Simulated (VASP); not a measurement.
# Li3Ta2O (P6/mmm) in VASP: further runs

Runs on Li3Ta2O. Level: PBE. Tasks: single point.

Program: VASP 6.6.1. These are calculated values, not measurements. Logs are shortened: lines on timing, memory, paths and dates and some standing lists are left out, and cuts for length are marked.

**1. The cell of the first run**

Symmetry: P6/mmm, No. 191, hexagonal system. The conventional cell has a = 4.641 Å, b = 4.641 Å, c = 5.196 Å, α = 90.00°, β = 90.00°, γ = 120.00°. Within 3.1 Å of Li (site symmetry mmm) lie 4 Li at 2.32 Å and 4 Ta at 2.92 Å. Ta (site symmetry -6m2) has 3 Ta at 2.68 Å and 3 O at 2.68 Å and 6 Li at 2.92 Å within 3.5 Å. O (site symmetry 6/mmm) has 6 Ta at 2.68 Å and 12 Li at 3.48 Å within 3.5 Å.

The cell was generated, and may not be a known phase.

**2. Single point, PBE, collinear spin**

INCAR reads:

```
SYSTEM = Li3Ta2O
PREC = Accurate
ENCUT = 750
EDIFF = 1E-6
ISMEAR = 0
SIGMA = 0.1
LREAL = .FALSE.
LASPH = .TRUE.
NELM = 200
ALGO = Normal
ISIF = 2
LWAVE = .FALSE.
LCHARG = .FALSE.
ISPIN = 2
MAGMOM = 0 0 0 1 1 0
LORBIT = 11
LMAXMIX = 4
GGA = PE
NBANDS = 32
GGA_COMPAT = .FALSE.
```

KPOINTS reads:

```
Automatic mesh
0
G
  6 6 4
  0 0 0
```

POSCAR reads:

```
Li3Ta2O
1.0
    4.6407309578      0.0000000000      0.0000000000
   -2.3203654789      4.0189909016      0.0000000000
    0.0000000000      0.0000000000      5.1961964002
Li Ta O
3 2 1
Direct
    0.0000000000      0.5000000000      0.0000000000
    0.5000000000      0.0000000000      0.0000000000
    0.5000000000      0.5000000000      0.0000000000
    0.3333333333      0.6666666667      0.5000000000
    0.6666666667      0.3333333333      0.5000000000
    0.0000000000      0.0000000000      0.5000000000
```

Potentials or basis: VASP PAW PBE potentials, release 64 (Li_sv, Ta_pv, O).

Launch:

```console
$ cat potpaw_PBE.64/Li_sv/POTCAR potpaw_PBE.64/Ta_pv/POTCAR potpaw_PBE.64/O/POTCAR > POTCAR
$ mpirun -np 1 vasp_std > vasp.out
```

OUTCAR:

```text
SYSTEM = Li3Ta2O
   PREC = Accurate
   ENCUT = 750
   EDIFF = 1E-6
   ISMEAR = 0
   LREAL = .FALSE.
   LASPH = .TRUE.
   NELM = 200
   ISIF = 2
   ISPIN = 2
   LORBIT = 11
   GGA = PE

 ion  position               nearest neighbor table
   1  0.000  0.500  0.000-   3 2.32   3 2.32   2 2.32   2 2.32   4 2.92   5 2.92   4 2.92   5 2.92

   2  0.500  0.000  0.000-   1 2.32   3 2.32   3 2.32   1 2.32   4 2.92   5 2.92   4 2.92   5 2.92

   3  0.500  0.500  0.000-   1 2.32   1 2.32   2 2.32   2 2.32   4 2.92   5 2.92   4 2.92   5 2.92

   4  0.333  0.667  0.500-   6 2.68   5 2.68   5 2.68   6 2.68   6 2.68   5 2.68   1 2.92   1 2.92
                             2 2.92   2 2.92   3 2.92   3 2.92
   5  0.667  0.333  0.500-   6 2.68   4 2.68   4 2.68   6 2.68   6 2.68   4 2.68   1 2.92   1 2.92
                             2 2.92   2 2.92   3 2.92   3 2.92
   6  0.000  0.000  0.500-   4 2.68   5 2.68   5 2.68   4 2.68   5 2.68   4 2.68

  LATTYP: Found a hexagonal cell.
 ALAT       =     4.6407309578
 C/A-ratio  =     1.1196935240

  Lattice vectors:

 A1 = (   4.6407309578,   0.0000000000,   0.0000000000)
 A2 = (  -2.3203654789,   4.0189909016,   0.0000000000)
 A3 = (   0.0000000000,   0.0000000000,   5.1961964002)

Analysis of symmetry for initial positions (statically):
=====================================================================
 Subroutine PRICEL returns:
 Original cell was already a primitive cell.

 Routine SETGRP: Setting up the symmetry group for a
 hexagonal supercell.

 Subroutine GETGRP returns: Found 24 space group operations
 (whereof 24 operations were pure point group operations)
 out of a pool of 24 trial point group operations.

The static configuration has the point symmetry D_6h.

Analysis of symmetry for dynamics (positions and initial velocities):
=====================================================================
 Subroutine PRICEL returns:
 Original cell was already a primitive cell.

 Routine SETGRP: Setting up the symmetry group for a
 hexagonal supercell.

 Subroutine GETGRP returns: Found 24 space group operations
 (whereof 24 operations were pure point group operations)
 out of a pool of 24 trial point group operations.

The dynamic configuration has the point symmetry D_6h.

Analysis of structural, dynamic, and magnetic symmetry:
=====================================================================
 Subroutine PRICEL returns:
 Original cell was already a primitive cell.

 Routine SETGRP: Setting up the symmetry group for a
 hexagonal supercell.

 Subroutine GETGRP returns: Found 24 space group operations
[... 143 lines left out ...]
 NGX is ok and might be reduce to    42
   NGX = 21   NGY = 21   NGZ = 23

 number of electron      36.9999990 magnetization       0.0015528

 Free energy of the ion-electron system (eV)
  ---------------------------------------------------
  ext. energy  EPLUGINS =         0.00000000
  ---------------------------------------------------
  free energy    TOTEN  =       -29.99662280 eV

  energy without entropy =      -29.97466436  energy(sigma->0) =      -29.98564358

 E-fermi :   2.5559     XC(G=0):  -9.6664

 val. band max:        2.4679943893   @ k =   0.5000   0.0000   0.0000
 cond. band min:       2.5732005444   @ k =   0.3333   0.0000   0.2500
 fundamental gap:      0.1052061550
 Fermi energy:         2.5559436605

 spin component 1

 k-point     1 :       0.0000    0.0000    0.0000
  band No.  band energies     occupation
      1     -43.2525      1.00000
      2     -43.1013      1.00000
      3     -43.1013      1.00000
      4     -31.9323      1.00000
      5     -31.9323      1.00000
      6     -31.4720      1.00000
[... 682 lines left out ...]
     29       9.0815      0.00000
     30      10.1514      0.00000
 Fermi energy:         2.5559436605

 spin component 2

 k-point     1 :       0.0000    0.0000    0.0000
  band No.  band energies     occupation
      1     -43.2526      1.00000
      2     -43.1014      1.00000
      3     -43.1014      1.00000
      4     -31.9318      1.00000
      5     -31.9318      1.00000
      6     -31.4718      1.00000
[... 682 lines left out ...]
     29       9.0821      0.00000
     30      10.1513      0.00000
 [bands above 30 left out]

------------------------ aborting loop because EDIFF is reached ----------------------------------------

  FORCE on cell =-STRESS in cart. coord.  units (eV):
  Direction    XX          YY          ZZ          XY          YZ          ZX
  --------------------------------------------------------------------------------------
  -------------------------------------------------------------------------------------
  Total        0.1080804      0.1080804     -0.2120231      0.0000000     -0.0000000      0.0000000
  in kB        1.7867703      1.7867703     -3.5051361      0.0000000     -0.0000000      0.0000000
  external PRESSURE =       0.0228015 kB  Pullay stress =       0.0000000 kB

 VOLUME and BASIS-vectors are now :
 -----------------------------------------------------------------------------
  energy-cutoff  :      750.00
  volume of cell :       96.91
      direct lattice vectors                 reciprocal lattice vectors
     4.640730958  0.000000000  0.000000000     0.215483295  0.124409339  0.000000000
    -2.320365479  4.018990902  0.000000000     0.000000000  0.248818677  0.000000000
     0.000000000  0.000000000  5.196196400     0.000000000  0.000000000  0.192448461

 POSITION                                       TOTAL-FORCE (eV/Angst)
 -----------------------------------------------------------------------------------
     -1.16018      2.00950      0.00000         0.000000      0.000000      0.000000
      2.32037      0.00000      0.00000         0.000000      0.000000      0.000000
      1.16018      2.00950      0.00000         0.000000      0.000000      0.000000
     -0.00000      2.67933      2.59810         0.000000     -0.000000      0.000000
      2.32037      1.33966      2.59810        -0.000000      0.000000     -0.000000
      0.00000      0.00000      2.59810         0.000000      0.000000      0.000000
 -----------------------------------------------------------------------------------
    total drift:                                0.000000      0.000000     -0.000000

  FREE ENERGIE OF THE ION-ELECTRON SYSTEM (eV)
  ---------------------------------------------------
  free  energy   TOTEN  =       -29.9966227980 eV

  energy  without entropy=      -29.9746643575  energy(sigma->0) =      -29.98564358

 total charge

# of ion       s       p       d       tot
------------------------------------------
    1        2.063   0.076   0.000   2.139
    2        2.063   0.076   0.000   2.139
    3        2.063   0.076   0.000   2.139
    4        0.397   6.057   2.386   8.841
    5        0.397   6.057   2.386   8.841
    6        1.596   3.153   0.000   4.748
--------------------------------------------------
tot          8.577  15.496   4.773  28.846

 magnetization (x)

# of ion       s       p       d       tot
------------------------------------------
    1       -0.000  -0.000   0.000  -0.000
    2       -0.000  -0.000   0.000  -0.000
    3       -0.000  -0.000   0.000  -0.000
    4        0.000   0.000   0.000   0.001
    5        0.000   0.000   0.000   0.001
    6       -0.000  -0.000   0.000  -0.000
--------------------------------------------------
tot         -0.000   0.000   0.001   0.001
```

Wall time 7 min (1 thread of Oxide Virtual Turin-like, shared host); peak memory 0.41 GiB.

What came out:

| Item | Value |
| --- | --- |
| Free energy | -29.9966 eV |
| Pressure | 0.0 GPa |
| Net moment | 0.00 μB per cell |
| Valence electrons inside the program's atomic spheres | Li 2.14; Ta 8.84; O 4.75 |

Levels at points of the mesh, in eV from the Fermi level:
Spin up:
```tsv
k point	band 14	band 15	band 16	band 17	band 18	band 19	band 20	band 21	band 22	band 23
(0.00, 0.00, 0.00)	-2.99	-1.05	-0.46	-0.44	-0.44	0.72	0.72	1.03	2.82	2.82
(0.50, 0.00, 0.00)	-2.11	-1.84	-1.09	-0.98	-0.09	0.22	0.23	1.03	1.11	3.87
(0.00, 0.00, 0.50)	-3.47	-0.56	-0.50	-0.35	-0.35	0.67	0.67	1.40	1.93	1.93
(0.50, 0.00, 0.50)	-1.72	-1.07	-0.92	-0.87	-0.25	-0.12	0.14	1.12	1.78	2.90
```
Spin down:
| k point | band 14 | band 15 | band 16 | band 17 | band 18 | band 19 | band 20 | band 21 | band 22 | band 23 |
| --- | --- | --- | --- | --- | --- | --- | --- | --- | --- | --- |
| (0.00, 0.00, 0.00) | -2.99 | -1.05 | -0.46 | -0.44 | -0.44 | 0.72 | 0.72 | 1.03 | 2.82 | 2.82 |
| (0.50, 0.00, 0.00) | -2.11 | -1.84 | -1.09 | -0.98 | -0.09 | 0.22 | 0.23 | 1.03 | 1.11 | 3.87 |
| (0.00, 0.00, 0.50) | -3.47 | -0.56 | -0.50 | -0.35 | -0.35 | 0.67 | 0.67 | 1.40 | 1.93 | 1.93 |
| (0.50, 0.00, 0.50) | -1.72 | -1.07 | -0.92 | -0.87 | -0.25 | -0.12 | 0.14 | 1.12 | 1.78 | 2.90 |

Caveat: spin-orbit coupling is left out, which moves the levels of the heavy elements.

**3. Single point, PBE, collinear spin**

This run uses another cell than the first one, of 12.92 Å³/atom.

INCAR reads:

```
SYSTEM = Li3Ta2O
PREC = Accurate ; ENCUT = 750
EDIFF = 1E-6 ; ISMEAR = 0
SIGMA = 0.1 ; LREAL = .False.
LASPH = .True. ; NELM = 200
ALGO = Normal ; ISIF = 2
LWAVE = .False. ; LCHARG = .False.
ISPIN = 2 ; MAGMOM = 0 0 0 1 1 0
LORBIT = 11 ; LMAXMIX = 4
GGA = PE ; NBANDS = 32
GGA_COMPAT = .False.
```

KPOINTS reads:

```
Automatic mesh
0
Gamma
  6 6 6
  0 0 0
```

POSCAR reads:

```
Li3Ta2O
1.0
    5.4244962900      0.0000000000      0.0000000000
   -2.7122481500      4.6977515900      0.0000000000
    0.0000000000      0.0000000000      3.0411064500
Li Ta O
3 2 1
Direct
    0.0000000000      0.5000000000      0.0000000000
    0.5000000000      0.0000000000      0.0000000000
    0.5000000000      0.5000000000      0.0000000000
    0.3333333300      0.6666666700      0.5000000000
    0.6666666700      0.3333333300      0.5000000000
    0.0000000000      0.0000000000      0.5000000000
```

Potentials or basis: VASP PAW PBE potentials, release 64 (Li_sv, Ta_pv, O).

Launch:

```console
$ cat potpaw_PBE.64/Li_sv/POTCAR potpaw_PBE.64/Ta_pv/POTCAR potpaw_PBE.64/O/POTCAR > POTCAR
$ mpirun -np 1 vasp_std > vasp.out
```

It took 7.8 min on 1 thread of Oxide Virtual Turin-like, shared host; peak memory 0.36 GiB.

The run converged. Its results:

```yaml
Free_energy: -19.8830 eV
Pressure: 30.3 GPa
Band_gap_on_the_k_mesh: zero (filled and empty bands overlap)
Net_moment: 1.01 μB per cell
Site_moments: Li +0.04; Ta +0.28; O +0.04 μB
Valence_electrons_inside_the_program's_atomic_spheres: Li 2.37; Ta 9.12; O 4.67
```

Stress tensor (GPa, compression positive):
```
19.10  0.00  0.00
 0.00 19.10  0.00
 0.00  0.00 52.64
```

Levels at points of the mesh, in eV from the Fermi level:
Spin up:
```csv
k point,band 17,band 18,band 19,band 20,band 21,band 22
"(0.00, 0.00, 0.00)",0.35,0.35,0.78,0.78,1.41,1.41
"(0.50, 0.00, 0.00)",-0.18,-0.10,0.25,0.66,1.34,1.66
"(0.00, 0.00, 0.50)",-0.72,-0.72,-0.39,-0.39,2.23,2.44
"(0.50, 0.00, 0.50)",-0.69,-0.56,-0.53,-0.05,2.01,2.07
```
Spin down:
```tsv
k point	band 14	band 15	band 16	band 17	band 18	band 19	band 20	band 21	band 22	band 23
(0.00, 0.00, 0.00)	-2.90	-1.61	-0.04	0.57	0.57	1.05	1.05	1.59	1.59	3.25
(0.50, 0.00, 0.00)	-2.33	-1.26	-0.12	-0.01	0.03	0.44	0.92	1.58	1.83	2.41
(0.00, 0.00, 0.50)	-1.80	-1.17	-1.17	-0.42	-0.42	-0.17	-0.17	2.61	2.61	2.66
(0.50, 0.00, 0.50)	-1.44	-1.15	-0.48	-0.40	-0.37	-0.25	0.12	2.19	2.36	2.69
```

Caveat: the stress differs along the axes, from 19 to 53 GPa; spin-orbit coupling is left out, which moves the levels of the heavy elements.

The gap in the log of VASP goes by the Fermi energy; the results here count the filled bands.